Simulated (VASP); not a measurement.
# Li2Se (Fm-3m) in VASP: a series of runs

Li2Se is run at these levels: PBE, PBEsol, LDA; tasks: single point.

Everything below comes from runs of VASP 6.6.1. Logs are shortened: lines on timing, memory, paths and dates and some standing lists are left out, and cuts for length are marked.

### Step 1. The cell of the first run

The structure is cubic, space group Fm-3m (No. 225). Conventional cell: a = 5.987 Å, b = 5.987 Å, c = 5.987 Å, α = 90.00°, β = 90.00°, γ = 90.00°. Within 3.4 Å of Li (site symmetry -43m) lie 4 Se at 2.59 Å and 6 Li at 2.99 Å. Se (site symmetry m-3m) has 8 Li at 2.59 Å within 3.4 Å.

### Step 2. Single point, PBE

The input, INCAR:

```
SYSTEM = Li2Se
PREC = Accurate ; ENCUT = 750
EDIFF = 1E-6 ; ISMEAR = 0
SIGMA = 0.01 ; LREAL = .FALSE.
LASPH = .TRUE. ; NELM = 120
ALGO = Normal ; ISIF = 2
LWAVE = .FALSE. ; LCHARG = .FALSE.
GGA = PE ; NBANDS = 13
GGA_COMPAT = .FALSE.
```

The input, KPOINTS:

```
regular mesh
0
G
  4 4 4
  0 0 0
```

The input, POSCAR:

```
Li2Se
1.0
    0.0000000000      2.9935010607      2.9935010607
    2.9935010607      0.0000000000      2.9935010607
    2.9935010607      2.9935010607      0.0000000000
Li Se
2 1
Direct
    0.7500000000      0.7500000000      0.7500000000
    0.2500000000      0.2500000000      0.2500000000
    0.0000000000      0.0000000000      0.0000000000
```

Potentials or basis: VASP PAW PBE potentials, release 64 (Li_sv, Se).

Command:

```
cat potpaw_PBE.64/Li_sv/POTCAR potpaw_PBE.64/Se/POTCAR > POTCAR
mpirun -np 1 vasp_std > vasp.out
```

OUTCAR:

```text
SYSTEM = Li2Se
   PREC = Accurate
   ENCUT = 750
   EDIFF = 1E-6
   ISMEAR = 0
   LREAL = .FALSE.
   LASPH = .TRUE.
   NELM = 120
   ISIF = 2
   GGA = PE

 ion  position               nearest neighbor table
   1  0.750  0.750  0.750-   3 2.59   3 2.59   3 2.59   3 2.59
   2  0.250  0.250  0.250-   3 2.59   3 2.59   3 2.59   3 2.59
   3  0.000  0.000  0.000-   1 2.59   1 2.59   1 2.59   1 2.59   2 2.59   2 2.59   2 2.59   2 2.59

  LATTYP: Found a face centered cubic cell.
 ALAT       =     5.9870021214

  Lattice vectors:

 A1 = (   0.0000000000,   2.9935010607,   2.9935010607)
 A2 = (   2.9935010607,   0.0000000000,   2.9935010607)
 A3 = (   2.9935010607,   2.9935010607,   0.0000000000)

Analysis of symmetry for initial positions (statically):
=====================================================================
 Subroutine PRICEL returns:
 Original cell was already a primitive cell.

 Routine SETGRP: Setting up the symmetry group for a
 face centered cubic supercell.

 Subroutine GETGRP returns: Found 48 space group operations
 (whereof 48 operations were pure point group operations)
 out of a pool of 48 trial point group operations.

The static configuration has the point symmetry O_h .

Analysis of symmetry for dynamics (positions and initial velocities):
=====================================================================
 Subroutine PRICEL returns:
 Original cell was already a primitive cell.

 Routine SETGRP: Setting up the symmetry group for a
 face centered cubic supercell.

 Subroutine GETGRP returns: Found 48 space group operations
 (whereof 48 operations were pure point group operations)
 out of a pool of 48 trial point group operations.

The dynamic configuration has the point symmetry O_h .

 Subroutine INISYM returns: Found 48 space group operations
 (whereof 48 operations are pure point group operations),
 and found     1 'primitive' translations

----------------------------------------------------------------------------------------

                                     Primitive cell

  volume of cell :      53.6498

  direct lattice vectors                    reciprocal lattice vectors
     0.000000000  2.993501061  2.993501061    -0.167028503  0.167028503  0.167028503
     2.993501061  0.000000000  2.993501061     0.167028503 -0.167028503  0.167028503
     2.993501061  2.993501061  0.000000000     0.167028503  0.167028503 -0.167028503

  length of vectors
     4.233449799  4.233449799  4.233449799     0.289301853  0.289301853  0.289301853

  position of ions in fractional coordinates (direct lattice)
     0.750000000  0.750000000  0.750000000
     0.250000000  0.250000000  0.250000000
[... 76 lines left out ...]
   EFERMI =   0.00;   METHOD = LEGACY
   ISMEAR =     0;   SIGMA  =   0.01  broadening in eV -4-tet -1-fermi 0-gaus
   EFERMI_NEDOS =   21; number of points for ismear=-14 and -15
   IALGO  =     38    algorithm
   IMIX   =      4    mixing-type and parameters
     AMIX     =   0.40;   BMIX     =  1.00
     AMIX_MAG =   1.60;   BMIX_MAG =  1.00
  volume/ion in A,a.u.               =      17.88       120.68
  Fermi-wavevector in a.u.,A,eV,Ry     =   0.993755  1.877924 13.436410  0.987548
  Thomas-Fermi vector in A             =   2.125658
   LORBIT       =      0    0 simple, 1 ext, 2 COOP (PROOUT), +10 PAW based schemes
   GGA     = PE    functional components
   LHFCALC =     F    Hartree Fock is set to
   AEXX    =    0.0000 exact exchange contribution
   IVDW    =     0    specifies the selected vdW correction
   LEPSILON=     F    determine dielectric tensor
   LRPA    =     F    only Hartree local field effects (RPA)
 non-spin polarized calculation
 Gauss-broadening in eV      SIGMA  =   0.01
  energy-cutoff  :      750.00
  volume of cell :       53.65
 maximum number of plane-waves:      2525
 NGX is ok and might be reduce to    40
   NGX = 19   NGY = 19   NGZ = 19

 number of electron      12.0000003 magnetization

 Free energy of the ion-electron system (eV)
  ---------------------------------------------------
  ext. energy  EPLUGINS =         0.00000000
  ---------------------------------------------------
  free energy    TOTEN  =       -11.11868855 eV

  energy without entropy =      -11.11868855  energy(sigma->0) =      -11.11868855

 E-fermi :   1.2567     XC(G=0):  -8.2914

 val. band max:        1.0553047602   @ k =   0.0000   0.0000   0.0000
 cond. band min:       4.0183275187   @ k =   0.5000   0.5000   0.0000
 fundamental gap:      2.9630227584
 Fermi energy:         1.2566821786

 k-point     1 :       0.0000    0.0000    0.0000
  band No.  band energies     occupation
      1     -43.6548      2.00000
      2     -43.6301      2.00000
      3     -10.3559      2.00000
      4       1.0553      2.00000
      5       1.0553      2.00000
      6       1.0553      2.00000
      7       4.4735      0.00000
      8       6.6735      0.00000
      9       6.6735      0.00000
     10       6.6735      0.00000
     11      11.6576      0.00000
     12      11.6576      0.00000
     13      12.0044      0.00000
[... 98 lines left out ...]
  band No.  band energies     occupation
      1     -43.6419      2.00000
      2     -43.6419      2.00000
      3      -9.8646      2.00000
      4      -0.8654      2.00000
      5      -0.8654      2.00000
      6      -0.7226      2.00000
      7       6.2149      0.00000
      8       7.4576      0.00000
      9       9.1126      0.00000
     10       9.1126      0.00000
     11      12.1895      0.00000
     12      12.1895      0.00000
     13      13.0915      0.00000

------------------------ aborting loop because EDIFF is reached ----------------------------------------

  FORCE on cell =-STRESS in cart. coord.  units (eV):
  Direction    XX          YY          ZZ          XY          YZ          ZX
  --------------------------------------------------------------------------------------
  -------------------------------------------------------------------------------------
  Total        0.1098424      0.1098424      0.1098424      0.0000000      0.0000000      0.0000000
  in kB        3.2802905      3.2802905      3.2802905      0.0000000      0.0000000      0.0000000
  external PRESSURE =       3.2802905 kB  Pullay stress =       0.0000000 kB

 VOLUME and BASIS-vectors are now :
 -----------------------------------------------------------------------------
  energy-cutoff  :      750.00
  volume of cell :       53.65
      direct lattice vectors                 reciprocal lattice vectors
     0.000000000  2.993501061  2.993501061    -0.167028503  0.167028503  0.167028503
     2.993501061  0.000000000  2.993501061     0.167028503 -0.167028503  0.167028503
     2.993501061  2.993501061  0.000000000     0.167028503  0.167028503 -0.167028503

 POSITION                                       TOTAL-FORCE (eV/Angst)
 -----------------------------------------------------------------------------------
      4.49025      4.49025      4.49025         0.000000      0.000000     -0.000000
      1.49675      1.49675      1.49675        -0.000000     -0.000000      0.000000
      0.00000      0.00000      0.00000         0.000000      0.000000      0.000000
 -----------------------------------------------------------------------------------
    total drift:                                0.000000     -0.000000      0.000000

  FREE ENERGIE OF THE ION-ELECTRON SYSTEM (eV)
  ---------------------------------------------------
  free  energy   TOTEN  =       -11.1186885459 eV

  energy  without entropy=      -11.1186885459  energy(sigma->0) =      -11.11868855
```

stdout:

```text
POSCAR found type information on POSCAR LiSe
 POSCAR found :  2 types and       3 ions
 scaLAPACK will be used
 LDA part: xc-table for (Slater+PW92), standard interpolation
 POSCAR, INCAR and KPOINTS ok, starting setup
 FFT: planning ... GRIDC
 FFT: planning ... GRID_SOFT
 FFT: planning ... GRID
 WAVECAR not read
 entering main loop
```

Run time: 30 s. Hardware: 1 thread of Intel Xeon 8259CL, shared host; peak memory 0.23 GiB.

What came out:

```yaml
Free_energy: -11.1187 eV
Pressure: 0.3 GPa
Band_gap_on_the_k_mesh: 2.96 eV (least direct gap 3.42 eV)
```

Levels at points of the mesh, in eV from the valence-band top:
| k point | band 2 | band 3 | band 4 | band 5 | band 6 | band 7 | band 8 | band 9 | band 10 | band 11 |
| --- | --- | --- | --- | --- | --- | --- | --- | --- | --- | --- |
| (0.00, 0.00, 0.00) | -44.69 | -11.41 | 0.00 | 0.00 | 0.00 | 3.42 | 5.62 | 5.62 | 5.62 | 10.60 |
| (0.50, 0.00, 0.00) | -44.70 | -11.04 | -2.93 | -0.53 | -0.53 | 5.14 | 5.96 | 5.96 | 7.98 | 11.54 |
| (0.50, 0.50, 0.00) | -44.69 | -10.93 | -2.30 | -1.46 | -1.46 | 2.96 | 6.18 | 10.37 | 10.37 | 11.48 |

Caveat: the k points lie up to 0.45 Å⁻¹ apart.

### Step 3. Single point, PBE

The input, INCAR:

```
PREC     = Accurate       # precision mode
ENCUT    = 750            # plane-wave cutoff, eV
EDIFF    = 1E-6           # SCF threshold, eV
ISMEAR   = 0              # smearing method
SIGMA    = 0.01           # smearing width, eV
LREAL    = F              # projectors in reciprocal space
LASPH    = T              # aspherical terms in the spheres
NELM     = 120            # most SCF steps
ALGO     = Normal         # electronic algorithm
ISIF     = 2              # what is computed and relaxed
LWAVE    = F              # write WAVECAR
LCHARG   = F              # write CHGCAR
GGA      = PE             # functional
NBANDS   = 13             # bands
GGA_COMPAT= F
```

The input, KPOINTS:

```
Automatic mesh
0
Gamma
  4 4 4
```

POSCAR is that of step 2.

Potentials or basis: VASP PAW PBE potentials, release 64 (Li_sv, Se).

Command:

```
cat potpaw_PBE.64/Li_sv/POTCAR potpaw_PBE.64/Se/POTCAR > POTCAR
mpirun -np 1 vasp_std > vasp.out
```

It took 30 s on 1 thread of Intel Xeon 8259CL, shared host; peak memory 0.23 GiB.

It converged, with:

- Free energy: -11.1187 eV
- Pressure: 0.3 GPa
- Band gap on the k mesh: 2.96 eV (least direct gap 3.42 eV)

Levels at points of the mesh, in eV from the valence-band top:
```tsv
k point	band 3	band 4	band 5	band 6	band 7	band 8	band 9	band 10
(0.00, 0.00, 0.00)	-11.41	0.00	0.00	0.00	3.42	5.62	5.62	5.62
(0.50, 0.00, 0.00)	-11.04	-2.93	-0.53	-0.53	5.14	5.96	5.96	7.98
(0.50, 0.50, 0.00)	-10.93	-2.30	-1.46	-1.46	2.96	6.18	10.37	10.37
```

Caveat: the k points lie up to 0.45 Å⁻¹ apart. A k mesh can miss the band edges.

### Step 4. Single point, PBEsol

This run uses another cell than the first one, of 17.51 Å³/atom.

The input, INCAR:

```
SYSTEM = Li2Se
PREC = Accurate
ENCUT = 750
EDIFF = 1E-6
ISMEAR = -1
SIGMA = 0.02
LREAL = .FALSE.
LASPH = .TRUE.
NELM = 120
ALGO = Normal
ISIF = 2
LWAVE = .FALSE.
LCHARG = .TRUE.
GGA = PS
LELF = .TRUE.
LVHAR = .TRUE.
NBANDS = 13
GGA_COMPAT = .FALSE.
```

The input, KPOINTS:

```
regular mesh
0
G
  6 6 6
  0 0 0
```

The input, POSCAR:

```
Li2Se
1.0
    0.0000000000      2.9724478445      2.9724478445
    2.9724478445      0.0000000000      2.9724478445
    2.9724478445      2.9724478445      0.0000000000
Li Se
2 1
Direct
    0.7500000000      0.7500000000      0.7500000000
    0.2500000000      0.2500000000      0.2500000000
    0.0000000000      0.0000000000      0.0000000000
```

Command:

```
cat potpaw_PBE.64/Li_sv/POTCAR potpaw_PBE.64/Se/POTCAR > POTCAR
mpirun -np 1 vasp_std > vasp.out
```

Run time: 61 s. Hardware: 1 thread of Intel Xeon 8259CL, shared host; peak memory 0.24 GiB.

The run converged. Its results:

```yaml
Free_energy: -11.5594 eV
Pressure: 0.0 GPa
Band_gap_on_the_k_mesh: 2.81 eV (least direct gap 3.36 eV)
```

Levels at points of the mesh, in eV from the valence-band top:
| k point | band 2 | band 3 | band 4 | band 5 | band 6 | band 7 | band 8 | band 9 | band 10 | band 11 |
| --- | --- | --- | --- | --- | --- | --- | --- | --- | --- | --- |
| (0.00, 0.00, 0.00) | -43.94 | -11.49 | 0.00 | 0.00 | 0.00 | 3.36 | 5.58 | 5.58 | 5.58 | 10.63 |
| (0.50, 0.00, 0.00) | -43.96 | -11.10 | -3.04 | -0.55 | -0.55 | 5.14 | 5.90 | 5.90 | 7.91 | 11.59 |
| (0.50, 0.50, 0.00) | -43.95 | -10.98 | -2.37 | -1.51 | -1.51 | 2.81 | 6.20 | 10.42 | 10.42 | 11.62 |

Caveat: the PAW data sets were made with another functional, which shifts forces and pressure a little. A k mesh can miss the band edges.

### Step 5. Single point, LDA

This run uses another cell than the first one, of 16.66 Å³/atom.

The input, INCAR:

```
PREC = Accurate
ENCUT = 750
EDIFF = 1E-6
ISMEAR = -1
SIGMA = 0.02
LREAL = False
LASPH = True
NELM = 120
ALGO = Normal
ISIF = 2
LWAVE = False
LCHARG = False
GGA = CA
NBANDS = 13
GGA_COMPAT = False
```

The input, KPOINTS:

```
Automatic mesh
0
Gamma
  6 6 6
```

The input, POSCAR:

```
Li2Se
1.0
    0.0000000000      2.9237060114      2.9237060114
    2.9237060114      0.0000000000      2.9237060114
    2.9237060114      2.9237060114      0.0000000000
Li Se
2 1
Direct
    0.7500000000      0.7500000000      0.7500000000
    0.2500000000      0.2500000000      0.2500000000
    0.0000000000      0.0000000000      0.0000000000
```

Potentials or basis: VASP PAW LDA potentials, release 64 (Li_sv, Se).

Command:

```
cat potpaw_LDA.64/Li_sv/POTCAR potpaw_LDA.64/Se/POTCAR > POTCAR
mpirun -np 1 vasp_std > vasp.out
```

Run time: 39 s. Hardware: 1 thread of Intel Xeon 8259CL, shared host; peak memory 0.19 GiB.

It converged, with:

```
Free energy            : -12.1784 eV
Pressure               : 0.0 GPa
Band gap on the k mesh : 2.74 eV (least direct gap 3.55 eV)
```

Levels at points of the mesh, in eV from the valence-band top:
```
           k point  band 3  band 4  band 5  band 6  band 7  band 8  band 9  band 10
(0.00, 0.00, 0.00)  -11.64    0.00    0.00    0.00    3.55    5.50    5.50     5.50
(0.50, 0.00, 0.00)  -11.22   -3.22   -0.60   -0.60    5.30    5.85    5.85     8.10
(0.50, 0.50, 0.00)  -11.09   -2.48   -1.64   -1.64    2.74    6.31   10.64    10.64
```

### Step 6. Single point, PBE

This run uses another cell than the first one, of 18.06 Å³/atom.

The input, INCAR:

```
PREC = Accurate
ENCUT = 750
EDIFF = 1E-6
ISMEAR = -1
SIGMA = 0.02
LREAL = F
LASPH = T
NELM = 120
ALGO = Normal
ISIF = 2
LWAVE = F
LCHARG = F
GGA = PE
NBANDS = 13
GGA_COMPAT = F
```

The input, KPOINTS:

```
regular mesh
0
Gamma
  6 6 6
```

The input, POSCAR:

```
Li2Se
1.0
    0.0000000000      3.0031291506      3.0031291506
    3.0031291506      0.0000000000      3.0031291506
    3.0031291506      3.0031291506      0.0000000000
Li Se
2 1
Direct
    0.7500000000      0.7500000000      0.7500000000
    0.2500000000      0.2500000000      0.2500000000
    0.0000000000      0.0000000000      0.0000000000
```

Potentials or basis: VASP PAW PBE potentials, release 64 (Li_sv, Se).

Command:

```
cat potpaw_PBE.64/Li_sv/POTCAR potpaw_PBE.64/Se/POTCAR > POTCAR
mpirun -np 1 vasp_std > vasp.out
```

OUTCAR:

```text
PREC = Accurate
   ENCUT = 750
   EDIFF = 1E-6
   ISMEAR = -1
   LREAL = F
   LASPH = T
   NELM = 120
   ISIF = 2
   GGA = PE

 ion  position               nearest neighbor table
   1  0.750  0.750  0.750-   3 2.60   3 2.60   3 2.60   3 2.60
   2  0.250  0.250  0.250-   3 2.60   3 2.60   3 2.60   3 2.60
   3  0.000  0.000  0.000-   1 2.60   2 2.60   1 2.60   1 2.60   1 2.60   2 2.60   2 2.60   2 2.60

  LATTYP: Found a face centered cubic cell.
 ALAT       =     6.0062583012

  Lattice vectors:

[... 435 lines left out ...]

  FORCE on cell =-STRESS in cart. coord.  units (eV):
  Direction    XX          YY          ZZ          XY          YZ          ZX
  --------------------------------------------------------------------------------------
  -------------------------------------------------------------------------------------
  Total       -0.0203674     -0.0203674     -0.0203674      0.0000000     -0.0000000     -0.0000000
  in kB       -0.6024125     -0.6024125     -0.6024125      0.0000000     -0.0000000     -0.0000000
  external PRESSURE =      -0.6024125 kB  Pullay stress =       0.0000000 kB

 VOLUME and BASIS-vectors are now :
 -----------------------------------------------------------------------------
  energy-cutoff  :      750.00
  volume of cell :       54.17
      direct lattice vectors                 reciprocal lattice vectors
     0.000000000  3.003129151  3.003129151    -0.166493006  0.166493006  0.166493006
     3.003129151  0.000000000  3.003129151     0.166493006 -0.166493006  0.166493006
     3.003129151  3.003129151  0.000000000     0.166493006  0.166493006 -0.166493006

 POSITION                                       TOTAL-FORCE (eV/Angst)
 -----------------------------------------------------------------------------------
      4.50469      4.50469      4.50469        -0.000000     -0.000000     -0.000000
      1.50156      1.50156      1.50156         0.000000      0.000000      0.000000
      0.00000      0.00000      0.00000         0.000000     -0.000000      0.000000
 -----------------------------------------------------------------------------------
    total drift:                                0.000000     -0.000000      0.000000

  FREE ENERGIE OF THE ION-ELECTRON SYSTEM (eV)
  ---------------------------------------------------
  free  energy   TOTEN  =       -11.1306176038 eV

  energy  without entropy=      -11.1306176038  energy(sigma->0) =      -11.13061760
```

OSZICAR:

```text
N       E                     dE             d eps       ncg     rms          rms(c)
DAV:   1     0.520200955274E+02    0.52020E+02   -0.67689E+03   416   0.117E+03
DAV:   2    -0.316019799503E+01   -0.55180E+02   -0.52334E+02   522   0.221E+02
DAV:   3    -0.111478975995E+02   -0.79877E+01   -0.79369E+01   780   0.493E+01
DAV:   4    -0.113092584496E+02   -0.16136E+00   -0.16132E+00   544   0.997E+00
DAV:   5    -0.113125371421E+02   -0.32787E-02   -0.32786E-02   643   0.115E+00    0.275E+00
DAV:   6    -0.111364866837E+02    0.17605E+00   -0.23747E-01   507   0.190E+00    0.169E+00
DAV:   7    -0.111222737193E+02    0.14213E-01   -0.11498E-01   568   0.146E+00    0.740E-01
DAV:   8    -0.111304499407E+02   -0.81762E-02   -0.18946E-02   547   0.748E-01    0.261E-01
DAV:   9    -0.111303460068E+02    0.10393E-03   -0.39660E-04   576   0.125E-01    0.194E-01
DAV:  10    -0.111306085105E+02   -0.26250E-03   -0.74547E-04   486   0.131E-01    0.715E-02
DAV:  11    -0.111306132204E+02   -0.47099E-05   -0.40776E-05   599   0.399E-02    0.245E-02
DAV:  12    -0.111306226088E+02   -0.93884E-05   -0.21485E-05   494   0.230E-02    0.353E-02
DAV:  13    -0.111306177516E+02    0.48572E-05   -0.38796E-06   511   0.118E-02    0.445E-03
DAV:  14    -0.111306176038E+02    0.14785E-06   -0.18555E-07   273   0.294E-03
   1 F= -.11130618E+02 E0= -.11130618E+02  d E =-.493508E-13
```

Wall time 52 s (1 thread of Intel Xeon 8259CL, shared host); peak memory 0.24 GiB.

Results:

```
Free energy            : -11.1306 eV
Pressure               : -0.1 GPa
Band gap on the k mesh : 2.98 eV (least direct gap 3.38 eV)
```

A k mesh can miss the band edges.

### Step 7. Overview

```csv
level,potentials or basis,cell,k mesh,smearing,gap on the mesh (eV),pressure (GPa)
PBE,"VASP PAW PBE potentials, release 64 (Li_sv, Se)","a = 4.233 Å, angles 60.0°, 3 atoms",4 × 4 × 4,gaussian 0.01 eV,2.96,0.3
PBEsol,"VASP PAW PBE potentials, release 64 (Li_sv, Se)","a = 4.204 Å, angles 60.0°, 3 atoms",6 × 6 × 6,fermi-dirac 0.02 eV,2.81,0.0
LDA,"VASP PAW LDA potentials, release 64 (Li_sv, Se)","a = 4.135 Å, angles 60.0°, 3 atoms",6 × 6 × 6,fermi-dirac 0.02 eV,2.74,0.0
PBE,"VASP PAW PBE potentials, release 64 (Li_sv, Se)","a = 4.247 Å, angles 60.0°, 3 atoms",6 × 6 × 6,fermi-dirac 0.02 eV,2.98,-0.1
```

Alike in all rows: task single point; no spin polarisation; cutoff (eV) 750.

Caveats: some runs use coarse meshes; the PAW data sets were made with another functional, which shifts forces and pressure a little (at least some runs).

Absolute energies hang on the potentials; compare differences alone.
